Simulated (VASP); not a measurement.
# TiAl (Pm-3m) in VASP: single point with PBE

Aim: the single point of TiAl with PBE.

All numbers are computed with VASP 6.6.1; they aren't measurements. Logs are shortened: lines on timing, memory, paths and dates and some standing lists are left out, and cuts for length are marked.

**1. The cell of the first run**

The structure is cubic, space group Pm-3m (No. 221). Conventional cell: a = 3.186 Å, b = 3.186 Å, c = 3.186 Å, α = 90.00°, β = 90.00°, γ = 90.00°. Ti (site symmetry m-3m) has 8 Al at 2.76 Å and 6 Ti at 3.19 Å within 3.6 Å. Al (site symmetry m-3m) has 8 Ti at 2.76 Å and 6 Al at 3.19 Å within 3.6 Å.

**2. Single point, PBE**

INCAR

```
  PREC = Accurate
  ENCUT = 550
  EDIFF = 1E-6
  ISMEAR = 0
  SIGMA = 0.2
  LREAL = F
  LASPH = T
  NELM = 300
  ALGO = All
  ISIF = 2
  LWAVE = F
  LCHARG = F
  GGA = PE
  NBANDS = 40
  GGA_COMPAT = F
  ISEARCH = 1
  KPAR = 4
```

KPOINTS

```
Automatic mesh
0
Gamma
  6 4 4
```

POSCAR

```
TiAl
1.0
    0.0000000000      0.0000000000      3.1861919103
    6.3723838206      0.0000000000      0.0000000000
    0.0000000000      6.3723838206      0.0000000000
Ti Al
4 4
Direct
    0.5000000000      0.2500000000      0.2500000000
    0.5000000000      0.2500000000      0.7500000000
    0.5000000000      0.7500000000      0.2500000000
    0.5000000000      0.7500000000      0.7500000000
    0.0000000000      0.0000000000      0.0000000000
    0.0000000000      0.0000000000      0.5000000000
    0.0000000000      0.5000000000      0.0000000000
    0.0000000000      0.5000000000      0.5000000000
```

Potentials or basis: VASP PAW PBE potentials, release 64 (Ti_sv, Al).

The run is started by

```console
$ cat potpaw_PBE.64/Ti_sv/POTCAR potpaw_PBE.64/Al/POTCAR > POTCAR
$ mpirun -np 4 vasp_std > vasp.out
```

OUTCAR:

```text
PREC = Accurate
   ENCUT = 550
   EDIFF = 1E-6
   ISMEAR = 0
   LREAL = F
   LASPH = T
   NELM = 300
   ISIF = 2
   GGA = PE

 ion  position               nearest neighbor table
   1  0.500  0.250  0.250-   5 2.76   6 2.76   7 2.76   8 2.76   5 2.76   6 2.76   7 2.76   8 2.76

   2  0.500  0.250  0.750-   5 2.76   6 2.76   7 2.76   8 2.76   5 2.76   6 2.76   7 2.76   8 2.76

   3  0.500  0.750  0.250-   5 2.76   6 2.76   7 2.76   8 2.76   5 2.76   6 2.76   7 2.76   8 2.76

   4  0.500  0.750  0.750-   5 2.76   6 2.76   7 2.76   8 2.76   5 2.76   6 2.76   7 2.76   8 2.76

   5  0.000  0.000  0.000-   1 2.76   2 2.76   3 2.76   4 2.76   1 2.76   2 2.76   3 2.76   4 2.76
                             6 3.19   7 3.19   6 3.19   7 3.19
   6  0.000  0.000  0.500-   1 2.76   2 2.76   3 2.76   4 2.76   1 2.76   2 2.76   3 2.76   4 2.76
                             5 3.19   8 3.19   5 3.19   8 3.19
   7  0.000  0.500  0.000-   1 2.76   2 2.76   3 2.76   4 2.76   1 2.76   2 2.76   3 2.76   4 2.76
                             5 3.19   8 3.19   8 3.19   5 3.19
   8  0.000  0.500  0.500-   1 2.76   2 2.76   3 2.76   4 2.76   1 2.76   2 2.76   3 2.76   4 2.76
                             6 3.19   7 3.19   7 3.19   6 3.19

  LATTYP: Found a simple tetragonal cell.
 ALAT       =     6.3723838206
 C/A-ratio  =     0.5000000000

  Lattice vectors:

 A1 = (   6.3723838206,   0.0000000000,   0.0000000000)
 A2 = (   0.0000000000,   6.3723838206,   0.0000000000)
 A3 = (   0.0000000000,   0.0000000000,   3.1861919103)

Analysis of symmetry for initial positions (statically):
=====================================================================
 Subroutine PRICEL returns following result:

  LATTYP: Found a simple cubic cell.
 ALAT       =     3.1861919103

  Lattice vectors:

 A1 = (   0.0000000000,   0.0000000000,   3.1861919103)
 A2 = (   3.1861919103,   0.0000000000,   0.0000000000)
 A3 = (   0.0000000000,   3.1861919103,   0.0000000000)

   4 primitive cells build up your supercell.

 Routine SETGRP: Setting up the symmetry group for a
 simple tetragonal supercell.

 Subroutine GETGRP returns: Found 16 space group operations
 (whereof 16 operations were pure point group operations)
 out of a pool of 16 trial point group operations.

The static configuration has the point symmetry D_4h.

Analysis of symmetry for dynamics (positions and initial velocities):
=====================================================================
 Subroutine PRICEL returns following result:

  LATTYP: Found a simple cubic cell.
 ALAT       =     3.1861919103

  Lattice vectors:

 A1 = (   0.0000000000,   0.0000000000,   3.1861919103)
 A2 = (   3.1861919103,   0.0000000000,   0.0000000000)
 A3 = (   0.0000000000,   3.1861919103,   0.0000000000)

   4 primitive cells build up your supercell.

 Routine SETGRP: Setting up the symmetry group for a
 simple tetragonal supercell.

 Subroutine GETGRP returns: Found 16 space group operations
 (whereof 16 operations were pure point group operations)
 out of a pool of 16 trial point group operations.

The dynamic configuration has the point symmetry D_4h.

 Subroutine INISYM returns: Found 16 space group operations
 (whereof 16 operations are pure point group operations),
 and found     4 'primitive' translations

----------------------------------------------------------------------------------------

                                     Primitive cell

  volume of cell :      32.3456

  direct lattice vectors                    reciprocal lattice vectors
     0.000000000  0.000000000  3.186191910     0.000000000  0.000000000  0.313854290
     3.186191910  0.000000000  0.000000000     0.313854290  0.000000000  0.000000000
     0.000000000  3.186191910  0.000000000     0.000000000  0.313854290  0.000000000

  length of vectors
     3.186191910  3.186191910  3.186191910     0.313854290  0.313854290  0.313854290

  position of ions in fractional coordinates (direct lattice)
     0.500000000  0.500000000  0.500000000
     0.000000000  0.000000000  0.000000000

  ion indices of the primitive-cell ions
   primitive index   ion index
                 1           1
                 2           5

----------------------------------------------------------------------------------------

 KPOINTS: Automatic mesh

Automatic generation of k-mesh.
 Grid dimensions read from file:
 generate k-points for:    6    4    4

 Generating k-lattice:

  Cartesian coordinates                     Fractional coordinates (reciprocal lattice)
     0.000000000  0.000000000  0.052309048     0.166666667  0.000000000  0.000000000
     0.039231786  0.000000000  0.000000000     0.000000000  0.250000000  0.000000000
     0.000000000  0.039231786  0.000000000     0.000000000  0.000000000  0.250000000

  Length of vectors
     0.052309048  0.039231786  0.039231786

  Shift w.r.t. Gamma in fractional coordinates (k-lattice)
     0.000000000  0.000000000  0.000000000

 Subroutine IBZKPT returns following result:
 ===========================================

 Found     24 irreducible k-points:

 Following reciprocal coordinates:
            Coordinates               Weight
  0.000000  0.000000  0.000000      1.000000
  0.166667  0.000000  0.000000      2.000000
  0.333333  0.000000  0.000000      2.000000
  0.500000  0.000000  0.000000      1.000000
  0.000000  0.250000  0.000000      4.000000
  0.166667  0.250000  0.000000      8.000000
[... 16 lines left out ...]
  0.333333  0.500000  0.500000      2.000000
  0.500000  0.500000  0.500000      1.000000
   k-points           NKPTS =     24   k-points in BZ     NKDIM =     24   number of bands    NBANDS=     40
   number of dos      NEDOS =    301   number of ions     NIONS =      8
   total plane-waves  NPLWV =  60000
   dimension x,y,z NGX =    24 NGY =   50 NGZ =   50
   dimension x,y,z NGXF=    48 NGYF=  100 NGZF=  100
   ions per type =               4   4
   NGX,Y,Z   is equivalent  to a cutoff of  12.52, 13.04, 13.04 a.u.
   NGXF,Y,Z  is equivalent  to a cutoff of  25.04, 26.09, 26.09 a.u.
 SYSTEM =  unknown system
   PREC   = accura    normal or accurate (medium, high low for compatibility)
   ISTART =      0    job   : 0-new  1-cont  2-samecut
   ICHARG =      2    charge: 1-file 2-atom 10-const
   ISPIN  =      1    spin polarized calculation?
   LNONCOLLINEAR =      F non collinear calculations
   LSORBIT =      F    spin-orbit coupling
   LASPH  =      T    aspherical Exc in radial PAW
   ENCUT  =  550.0 eV  40.42 Ry    6.36 a.u.   6.09 12.19 12.19*2*pi/ulx,y,z
   NELM   =    300;   NELMIN=  2; NELMDL= -5     # of ELM steps
   EDIFF  = 0.1E-05   stopping-criterion for ELM
   LREAL  =      F    real-space projection
[... 7 lines left out ...]
   TEBEG  =    0.0;   TEEND  =   0.0 temperature during run
   PSTRESS=    0.0 pullay stress
   NELECT =      60.0000    total number of electrons
   NUPDOWN=      -1.0000    fix difference up-down
   EMIN   =  10.00;   EMAX   =-10.00  energy-range for DOS
   EFERMI =   0.00;   METHOD = LEGACY
   ISMEAR =     0;   SIGMA  =   0.20  broadening in eV -4-tet -1-fermi 0-gaus
   EFERMI_NEDOS =   21; number of points for ismear=-14 and -15
   IALGO  =     58    algorithm
   IMIX   =      4    mixing-type and parameters
     AMIX     =   0.40;   BMIX     =  1.00
     AMIX_MAG =   1.60;   BMIX_MAG =  1.00
  volume/ion in A,a.u.               =      16.17       109.14
  Fermi-wavevector in a.u.,A,eV,Ry     =   1.267165  2.394595 21.846987  1.605708
  Thomas-Fermi vector in A             =   2.400328
   LORBIT       =      0    0 simple, 1 ext, 2 COOP (PROOUT), +10 PAW based schemes
   GGA     = PE    functional components
   LHFCALC =     F    Hartree Fock is set to
   AEXX    =    0.0000 exact exchange contribution
   IVDW    =     0    specifies the selected vdW correction
   LEPSILON=     F    determine dielectric tensor
   LRPA    =     F    only Hartree local field effects (RPA)
 non-spin polarized calculation
 Gauss-broadening in eV      SIGMA  =   0.20
  energy-cutoff  :      550.00
  volume of cell :      129.38
 maximum number of plane-waves:      3824
   NGX = 13   NGY = 25   NGZ = 25

 number of electron      60.0000005 magnetization

 Free energy of the ion-electron system (eV)
  ---------------------------------------------------
  ext. energy  EPLUGINS =         0.00000000
  ---------------------------------------------------
  free energy    TOTEN  =       -48.52541413 eV

  energy without entropy =      -48.32452254  energy(sigma->0) =      -48.42496834

 E-fermi :   8.7079     XC(G=0): -11.0578

 val. band max:        8.7024994634   @ k =   0.3333   0.5000   0.5000
 cond. band min:       8.7143462569   @ k =   0.5000   0.5000   0.2500
 fundamental gap:      0.0118467934
 Fermi energy:         8.7079034695

 k-point     1 :       0.0000    0.0000    0.0000
  band No.  band energies     occupation
      1     -48.2042      2.00000
      2     -48.1899      2.00000
      3     -48.1899      2.00000
      4     -48.1760      2.00000
      5     -24.5741      2.00000
      6     -24.5741      2.00000
[... 32 lines left out ...]
     39      10.6974      0.00000
     40      10.6981      0.00000

 k-point     2 :       0.1667    0.0000    0.0000
  band No.  band energies     occupation
      1     -48.2006      2.00000
      2     -48.1864      2.00000
      3     -48.1864      2.00000
      4     -48.1726      2.00000
      5     -24.5682      2.00000
      6     -24.5682      2.00000
[... 32 lines left out ...]
     39      10.3116      0.00000
     40      10.5442      0.00000

 k-point     3 :       0.3333    0.0000    0.0000
  band No.  band energies     occupation
      1     -48.1935      2.00000
      2     -48.1795      2.00000
      3     -48.1795      2.00000
      4     -48.1658      2.00000
      5     -24.5564      2.00000
      6     -24.5564      2.00000
[... 853 lines left out ...]
  band No.  band energies     occupation
      1     -48.1796      2.00000
      2     -48.1796      2.00000
      3     -48.1796      2.00000
      4     -48.1796      2.00000
      5     -24.5083      2.00000
      6     -24.5083      2.00000
[... 32 lines left out ...]
     39       9.4504      0.00000
     40       9.4504      0.00000

 k-point    24 :       0.5000    0.5000    0.5000
  band No.  band energies     occupation
      1     -48.1761      2.00000
      2     -48.1761      2.00000
      3     -48.1761      2.00000
      4     -48.1761      2.00000
      5     -24.5474      2.00000
      6     -24.5474      2.00000
[... 32 lines left out ...]
     39       9.8036      0.00000
     40       9.8036      0.00000

------------------------ aborting loop because EDIFF is reached ----------------------------------------

  FORCE on cell =-STRESS in cart. coord.  units (eV):
  Direction    XX          YY          ZZ          XY          YZ          ZX
  --------------------------------------------------------------------------------------
  -------------------------------------------------------------------------------------
  Total        0.1190901      0.1190901      0.0209438      0.0000000      0.0000000      0.0000000
  in kB        1.4747233      1.4747233      0.2593519      0.0000000      0.0000000      0.0000000
  external PRESSURE =       1.0695995 kB  Pullay stress =       0.0000000 kB

 VOLUME and BASIS-vectors are now :
 -----------------------------------------------------------------------------
  energy-cutoff  :      550.00
  volume of cell :      129.38
      direct lattice vectors                 reciprocal lattice vectors
     0.000000000  0.000000000  3.186191910     0.000000000  0.000000000  0.313854290
     6.372383821  0.000000000  0.000000000     0.156927145  0.000000000  0.000000000
     0.000000000  6.372383821  0.000000000     0.000000000  0.156927145  0.000000000

 POSITION                                       TOTAL-FORCE (eV/Angst)
 -----------------------------------------------------------------------------------
      1.59310      1.59310      1.59310         0.000000      0.000000      0.000000
      1.59310      4.77929      1.59310         0.000000      0.000000     -0.000000
      4.77929      1.59310      1.59310        -0.000000     -0.000000     -0.000000
      4.77929      4.77929      1.59310        -0.000000      0.000000      0.000000
      0.00000      0.00000      0.00000         0.000000     -0.000000      0.000000
      0.00000      3.18619      0.00000         0.000000     -0.000000      0.000000
      3.18619      0.00000      0.00000         0.000000     -0.000000      0.000000
      3.18619      3.18619      0.00000         0.000000     -0.000000      0.000000
 -----------------------------------------------------------------------------------
    total drift:                               -0.000000     -0.000000      0.000000

  FREE ENERGIE OF THE ION-ELECTRON SYSTEM (eV)
  ---------------------------------------------------
  free  energy   TOTEN  =       -48.5254141324 eV

  energy  without entropy=      -48.3245122995  energy(sigma->0) =      -48.42496322
```

It took 72 s on 4 MPI ranks of AMD EPYC 7R43 (Zen 3), shared host; peak memory 0.36 GiB.

What came out:

```yaml
Free_energy: -48.5254 eV
Pressure: 0.1 GPa
Band_gap_on_the_k_mesh: zero (bands 30 and 31 overlap by 0.65 eV)
```
